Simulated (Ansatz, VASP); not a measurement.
One calculation of Ta, two programs

```
Ta
1.0
     2.86096    0.00000    0.00000
    -1.43048    2.47767    0.00000
     0.00000    0.00000    5.10331
Ta
2
Direct
  0.66667 0.33333 0.75000
  0.33333 0.66667 0.25000
```

Alike in both runs: functional PBEsol; k mesh 12 × 12 × 6; no spin polarisation.

Ansatz relaxed the structure, and its values are those at the end. VASP's run is a single point on that final structure, the one shown.

|  | VASP | Ansatz |
| --- | --- | --- |
| version | VASP 6.6.1 | Ansatz 0.2.0 |
| potentials or method | VASP PAW PBE potentials, release 64 (Ta_pv), cutoff 520 eV | plane waves, PAW |
| occupations | methfessel-paxton of order 1, width 0.1 eV | cold, width 0.1 eV |
| valence electrons in the cell | 22 | 26 |

VASP gave:

| Property | Result |
| --- | --- |
| pressure (GPa) | 0.2 |

Task: Which values does Ansatz return?

Result: Pressure (GPa): 0.0.

VASP's potentials were made for PBE, not for PBEsol. VASP's potentials hold 22 valence electrons a cell and Ansatz's 26, so a difference there can come from the potentials and not from the codes.

Neither program's run includes spin-orbit coupling.
